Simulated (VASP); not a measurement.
# Zn6H2O7 in VASP: single point with PBE+D3(BJ)

Aim: the single point of Zn6H2O7 with PBE+D3(BJ).

All numbers are computed with VASP 6.6.1; they aren't measurements. Logs are shortened: lines on timing, memory, paths and dates and some standing lists are left out, and cuts for length are marked.

## 1. The cell of the first run

The cell holds a slab with vacuum, 30 atoms: a = 6.509 Å, b = 5.256 Å, c = 27.297 Å, α = 90.00°, β = 90.00°, γ = 90.00°.

## 2. Single point, PBE+D3(BJ)

INCAR

```
ALGO = Normal
DIPOL = 0.5 0.5 0.449
EDIFF = 1E-6
ENCUT = 520
GGA = PE
IDIPOL = 3
ISIF = 2
ISMEAR = 0
IVDW = 12
LASPH = True
LCHARG = False
LDIPOL = True
LREAL = Auto
LWAVE = False
NBANDS = 137
NELM = 100
PREC = Accurate
SIGMA = 0.05
```

KPOINTS

```
k-points
0
Gamma
  3 3 1
```

POSCAR

```
Zn6H2O7
1.0
    6.5094894540      0.0000000000      0.0000000000
    0.0000000000      5.2564237872      0.0000000000
    0.0000000000      0.0000000000     27.2966105972
Zn O H
12 14 4
Direct
    0.5000000000      0.9983827816      0.2930766797
    0.0000000000      0.9983827816      0.2930766797
    0.7500000000      0.4983827816      0.3274972122
    0.2500000000      0.4983827816      0.3274972122
    0.7500000000      0.9983827816      0.3963382772
    0.2500000000      0.9983827816      0.3963382772
    0.0000000000      0.4983827816      0.4307588097
    0.5000000000      0.4983827816      0.4307588097
    0.0122595130      0.9960398480      0.4989977495
    0.4896744427      0.9964818945      0.4997974892
    0.2477339220      0.4884338135      0.5347482353
    0.7510296022      0.5134214825      0.5370211301
    0.5000000000      0.6195172184      0.2930766797
    0.0000000000      0.6195172184      0.2930766797
    0.7500000000      0.1195172184      0.3274972122
    0.2500000000      0.1195172184      0.3274972122
    0.7500000000      0.6195172184      0.3963382772
    0.2500000000      0.6195172184      0.3963382772
    0.0000000000      0.1195172184      0.4307588097
    0.5000000000      0.1195172184      0.4307588097
   -0.0015440029      0.6188284252      0.4988894634
    0.4997434115      0.6174704878      0.5007502491
    0.2502757966      0.1212001042      0.5354940858
    0.7507962455      0.1272690191      0.5338276045
    0.2092203385      0.7219395489      0.5943053919
    0.8004600761      0.7285702274      0.5941287808
    0.0559769046      0.7205343147      0.6008209277
    0.7102331683      0.6996984879      0.6218480974
    0.2324251313     -0.1058712744      0.5783497191
    0.7587088525      0.0180349056      0.5640735250
```

Potentials or basis: VASP PAW PBE potentials, release 64 (Zn, O, H).

Command:

```bash
$ cat potpaw_PBE.64/Zn/POTCAR potpaw_PBE.64/O/POTCAR potpaw_PBE.64/H/POTCAR > POTCAR
$ mpirun -np 1 vasp_std > vasp.out
```

OUTCAR:

```text
EDIFF = 1E-6
   ENCUT = 520
   GGA = PE
   ISIF = 2
   ISMEAR = 0
   IVDW = 12
   LASPH = True
   LREAL = Auto
   NELM = 100
   PREC = Accurate
 IVDW          = 12

 ion  position               nearest neighbor table
   1  0.500  0.998  0.293-  15 1.98  16 1.98  13 1.99
   2  0.000  0.998  0.293-  15 1.98  16 1.98  14 1.99
   3  0.750  0.498  0.327-  13 1.98  14 1.98  17 1.98  15 1.99
   4  0.250  0.498  0.327-  13 1.98  14 1.98  18 1.98  16 1.99
   5  0.750  0.998  0.396-  19 1.98  20 1.98  15 1.98  17 1.99
   6  0.250  0.998  0.396-  19 1.98  20 1.98  16 1.98  18 1.99
   7  0.000  0.498  0.431-  21 1.96  18 1.98  17 1.98  19 1.99
   8  0.500  0.498  0.431-  17 1.98  18 1.98  20 1.99  22 2.01
   9  0.012  0.996  0.499-  23 1.96  19 1.97  21 1.98  24 2.07
  10  0.490  0.996  0.500-  23 1.95  22 1.99  20 1.99  24 2.06
  11  0.248  0.488  0.535-  23 1.93  22 2.00  21 2.02  25 2.05
  12  0.751  0.513  0.537-  26 1.95  22 1.99  21 2.00  24 2.03
  13  0.500  0.620  0.293-   3 1.98   4 1.98   1 1.99
  14  0.000  0.620  0.293-   3 1.98   4 1.98   2 1.99
  15  0.750  0.120  0.327-   1 1.98   2 1.98   5 1.98   3 1.99
  16  0.250  0.120  0.327-   1 1.98   2 1.98   6 1.98   4 1.99
  17  0.750  0.620  0.396-   7 1.98   8 1.98   3 1.98   5 1.99
  18  0.250  0.620  0.396-   7 1.98   8 1.98   4 1.98   6 1.99
  19  0.000  0.120  0.431-   9 1.97   6 1.98   5 1.98   7 1.99
  20  0.500  0.120  0.431-   5 1.98   6 1.98   8 1.99  10 1.99
  21  0.998  0.619  0.499-   7 1.96   9 1.98  12 2.00  11 2.02
  22  0.500  0.617  0.501-  12 1.99  10 1.99  11 2.00   8 2.01
  23  0.250  0.121  0.535-  11 1.93  10 1.95   9 1.96
  24  0.751  0.127  0.534-  30 1.01  12 2.03  10 2.06   9 2.07
  25  0.209  0.722  0.594-  27 1.01  29 1.02  11 2.05
  26  0.800  0.729  0.594-  28 0.97  12 1.95
  27  0.056  0.721  0.601-  25 1.01
  28  0.710  0.700  0.622-  26 0.97
  29  0.232  0.894  0.578-  25 1.02
  30  0.759  0.018  0.564-  24 1.01

  LATTYP: Found a simple orthorhombic cell.
 ALAT       =     5.2564237872
 B/A-ratio  =     1.2383874888
 C/A-ratio  =     5.1930003558

  Lattice vectors:

 A1 = (   0.0000000000,  -5.2564237872,   0.0000000000)
 A2 = (   6.5094894540,   0.0000000000,   0.0000000000)
 A3 = (   0.0000000000,   0.0000000000,  27.2966105972)

Analysis of symmetry for initial positions (statically):
=====================================================================
 Subroutine PRICEL returns:
 Original cell was already a primitive cell.

 Routine SETGRP: Setting up the symmetry group for a
 simple orthorhombic supercell.

 Subroutine GETGRP returns: Found  1 space group operations
 (whereof  1 operations were pure point group operations)
 out of a pool of  8 trial point group operations.

The static configuration has the point symmetry C_1 .

Analysis of symmetry for dynamics (positions and initial velocities):
=====================================================================
 Subroutine PRICEL returns:
 Original cell was already a primitive cell.

 Routine SETGRP: Setting up the symmetry group for a
 simple orthorhombic supercell.

 Subroutine GETGRP returns: Found  1 space group operations
 (whereof  1 operations were pure point group operations)
 out of a pool of  8 trial point group operations.

The dynamic configuration has the point symmetry C_1 .

 Subroutine INISYM returns: Found  1 space group operations
 (whereof  1 operations are pure point group operations),
 and found     1 'primitive' translations

----------------------------------------------------------------------------------------

                                     Primitive cell

  volume of cell :     933.9982

  direct lattice vectors                    reciprocal lattice vectors
     6.509489454  0.000000000  0.000000000     0.153621879  0.000000000  0.000000000
     0.000000000  5.256423787  0.000000000     0.000000000  0.190243413  0.000000000
     0.000000000  0.000000000 27.296610597     0.000000000  0.000000000  0.036634585

  length of vectors
     6.509489454  5.256423787 27.296610597     0.153621879  0.190243413  0.036634585

  position of ions in fractional coordinates (direct lattice)
     0.500000000  0.998382782  0.293076680
     0.000000000  0.998382782  0.293076680
     0.750000000  0.498382782  0.327497212
     0.250000000  0.498382782  0.327497212
     0.750000000  0.998382782  0.396338277
     0.250000000  0.998382782  0.396338277
[... 22 lines left out ...]
     0.232425131  0.894128726  0.578349719
     0.758708852  0.018034906  0.564073525

  ion indices of the primitive-cell ions
   primitive index   ion index
                 1           1
                 2           2
                 3           3
                 4           4
                 5           5
                 6           6
[... 22 lines left out ...]
                29          29
                30          30

----------------------------------------------------------------------------------------

 KPOINTS: k-points

Automatic generation of k-mesh.
 Grid dimensions read from file:
 generate k-points for:    3    3    1

 Generating k-lattice:

  Cartesian coordinates                     Fractional coordinates (reciprocal lattice)
     0.051207293  0.000000000  0.000000000     0.333333333  0.000000000  0.000000000
     0.000000000  0.063414471  0.000000000     0.000000000  0.333333333  0.000000000
     0.000000000  0.000000000  0.036634585     0.000000000  0.000000000  1.000000000

  Length of vectors
     0.051207293  0.063414471  0.036634585

  Shift w.r.t. Gamma in fractional coordinates (k-lattice)
     0.000000000  0.000000000  0.000000000

 Subroutine IBZKPT returns following result:
 ===========================================

 Found      5 irreducible k-points:

 Following reciprocal coordinates:
            Coordinates               Weight
  0.000000  0.000000  0.000000      1.000000
  0.333333  0.000000  0.000000      2.000000
  0.000000  0.333333  0.000000      2.000000
  0.333333  0.333333  0.000000      2.000000
 -0.333333  0.333333  0.000000      2.000000
   k-points           NKPTS =      5   k-points in BZ     NKDIM =      5   number of bands    NBANDS=    137
   number of dos      NEDOS =    301   number of ions     NIONS =     30
   total plane-waves  NPLWV = 403200
   dimension x,y,z NGX =    48 NGY =   40 NGZ =  210
   dimension x,y,z NGXF=    96 NGYF=   80 NGZF=  420
   ions per type =              12  14   4
   NGX,Y,Z   is equivalent  to a cutoff of  12.26, 12.65, 12.79 a.u.
   NGXF,Y,Z  is equivalent  to a cutoff of  24.52, 25.30, 25.58 a.u.
 SYSTEM =  unknown system
   PREC   = accura    normal or accurate (medium, high low for compatibility)
   ISTART =      0    job   : 0-new  1-cont  2-samecut
   ICHARG =      2    charge: 1-file 2-atom 10-const
   ISPIN  =      1    spin polarized calculation?
   LNONCOLLINEAR =      F non collinear calculations
   LSORBIT =      F    spin-orbit coupling
   LASPH  =      T    aspherical Exc in radial PAW
   ENCUT  =  520.0 eV  38.22 Ry    6.18 a.u.  12.10  9.77 50.75*2*pi/ulx,y,z
   NELM   =    100;   NELMIN=  2; NELMDL= -5     # of ELM steps
   EDIFF  = 0.1E-05   stopping-criterion for ELM
   LREAL  =      T    real-space projection
   EDIFFG = 0.1E-04   stopping-criterion for IOM
   NSW    =      0    number of steps for IOM
   IBRION =     -1    ionic relax: 0-MD 1-quasi-New 2-CG
   NFREE  =      0    steps in history (QN), initial steepest desc. (CG)
   ISIF   =      2    stress and relaxation
   ISYM   =      2    0-nonsym 1-usesym 2-fastsym
   POTIM  = 0.5000    time-step for ionic-motion
   TEBEG  =    0.0;   TEEND  =   0.0 temperature during run
   PSTRESS=    0.0 pullay stress
   NELECT =     232.0000    total number of electrons
   NUPDOWN=      -1.0000    fix difference up-down
   EMIN   =  10.00;   EMAX   =-10.00  energy-range for DOS
   EFERMI =   0.00;   METHOD = LEGACY
   ISMEAR =     0;   SIGMA  =   0.05  broadening in eV -4-tet -1-fermi 0-gaus
   EFERMI_NEDOS =   21; number of points for ismear=-14 and -15
   IALGO  =     38    algorithm
   IMIX   =      4    mixing-type and parameters
     AMIX     =   0.40;   BMIX     =  1.00
     AMIX_MAG =   1.60;   BMIX_MAG =  1.00
  volume/ion in A,a.u.               =      31.13       210.10
  Fermi-wavevector in a.u.,A,eV,Ry     =   1.029095  1.944708 14.409068  1.059037
  Thomas-Fermi vector in A             =   2.163125
   LORBIT       =      0    0 simple, 1 ext, 2 COOP (PROOUT), +10 PAW based schemes
   GGA     = PE    functional components
   LHFCALC =     F    Hartree Fock is set to
   AEXX    =    0.0000 exact exchange contribution
   IVDW    =    12    specifies the selected vdW correction
   LEPSILON=     F    determine dielectric tensor
   LRPA    =     F    only Hartree local field effects (RPA)
 non-spin polarized calculation
 Gauss-broadening in eV      SIGMA  =   0.05
  energy-cutoff  :      520.00
  volume of cell :      934.00
 maximum number of plane-waves:     25162
   NGX = 25   NGY = 19   NGZ =101

 dipolmoment           0.000000      0.000000     -0.000122 electrons x Angstroem

 number of electron     232.0000034 magnetization

 dipolmoment           0.000000      0.000000      0.033960 electrons x Angstroem

 Free energy of the ion-electron system (eV)
  ---------------------------------------------------
  ext. energy  EPLUGINS =         0.00000000
  ---------------------------------------------------
  free energy    TOTEN  =      -133.53693805 eV

  energy without entropy =     -133.53693805  energy(sigma->0) =     -133.53693805

 E-fermi :  -2.7095     XC(G=0):  -4.2236

 val. band max:       -2.9635257610   @ k =   0.0000   0.0000   0.0000
 cond. band min:      -2.2773354898   @ k =   0.0000   0.0000   0.0000
 fundamental gap:      0.6861902712
 Fermi energy:        -2.7095476472

 k-point     1 :       0.0000    0.0000    0.0000
  band No.  band energies     occupation
      1     -22.9925      2.00000
      2     -22.3610      2.00000
      3     -21.4000      2.00000
      4     -21.2100      2.00000
      5     -20.9031      2.00000
      6     -20.8760      2.00000
[... 644 lines left out ...]
    127       2.8834      0.00000
    128       3.1072      0.00000
 [bands above 128 left out]

------------------------ aborting loop because EDIFF is reached ----------------------------------------

 vacuum level on the upper side and lower side of the slab       (xc-potential included)        -0.071        -0.240

 Edisp (eV)   -4.45087

 E8    (eV) :    -1.6899

  FORCE on cell =-STRESS in cart. coord.  units (eV):
  Direction    XX          YY          ZZ          XY          YZ          ZX
  --------------------------------------------------------------------------------------
  -------------------------------------------------------------------------------------
  Total      -0.71744    -5.73148     0.59437     0.22833     0.91675    -0.01656
  in kB      -1.23069    -9.83177     1.01959     0.39167     1.57259    -0.02841
  external pressure =       -3.35 kB  Pullay stress =        0.00 kB

 VOLUME and BASIS-vectors are now :
 -----------------------------------------------------------------------------
  energy-cutoff  :      520.00
  volume of cell :      934.00
      direct lattice vectors                 reciprocal lattice vectors
     6.509489454  0.000000000  0.000000000     0.153621879  0.000000000  0.000000000
     0.000000000  5.256423787  0.000000000     0.000000000  0.190243413  0.000000000
     0.000000000  0.000000000 27.296610597     0.000000000  0.000000000  0.036634585

 POSITION                                       TOTAL-FORCE (eV/Angst)
 -----------------------------------------------------------------------------------
      3.25474      5.24792      8.00000         0.001947     -1.361609      1.071364
      0.00000      5.24792      8.00000        -0.001722     -1.359846      1.072846
      4.88212      2.61971      8.93956        -0.002749      0.715438     -0.746723
      1.62737      2.61971      8.93956         0.002735      0.713292     -0.756572
      4.88212      5.24792     10.81869         0.004392     -0.261805      0.212997
      1.62737      5.24792     10.81869        -0.001381     -0.244990      0.151863
[... 22 lines left out ...]
      1.51297      4.69992     15.78699         0.046135      0.057407     -0.019741
      4.93881      0.09480     15.39730         0.005806     -0.041444      0.063192
 -----------------------------------------------------------------------------------
    total drift:                               -0.004871      0.024607      0.003404

  FREE ENERGIE OF THE ION-ELECTRON SYSTEM (eV)
  ---------------------------------------------------
  free  energy   TOTEN  =      -137.9878127032 eV

  energy  without entropy=     -137.9878127032  energy(sigma->0) =     -137.98781270

 vacuum level on the upper side and lower side of the slab         2.177         2.005
```

Wall time 32 min (1 thread of Oxide Virtual Turin-like, shared host); peak memory 0.98 GiB.

Results:

| Item | Value |
| --- | --- |
| Free energy | -137.9878 eV |
| Largest force | 1.733 eV/Å |
| Band gap on the k mesh | 0.69 eV |
| Dispersion energy per atom | -0.148 eV |

Forces in eV/Å, atoms in the order of the input:
```
Zn   0.002 -1.362  1.071
Zn  -0.002 -1.360  1.073
Zn  -0.003  0.715 -0.747
Zn   0.003  0.713 -0.757
Zn   0.004 -0.262  0.213
Zn  -0.001 -0.245  0.152
Zn  -0.028  0.109 -0.098
Zn   0.023  0.160  0.073
Zn  -0.018  0.003  0.001
Zn   0.020 -0.001 -0.009
Zn   0.004  0.016  0.026
Zn  -0.011 -0.046 -0.035
O   -0.002  0.699  0.041
O    0.002  0.697  0.046
O    0.001  0.082 -0.892
O    0.000  0.081 -0.885
O   -0.051  0.036  0.304
O    0.042  0.044  0.325
O   -0.042 -0.025 -0.171
O    0.049 -0.053 -0.005
O   -0.011 -0.004  0.014
O    0.008 -0.005 -0.003
O   -0.003 -0.037  0.074
O   -0.001  0.019 -0.015
O    0.029 -0.010  0.033
O    0.027  0.049  0.012
H   -0.058 -0.023  0.042
H   -0.036 -0.007  0.073
H    0.046  0.057 -0.020
H    0.006 -0.041  0.063
```

Caveat: semilocal functionals underestimate gaps, and a narrow one can read as zero.
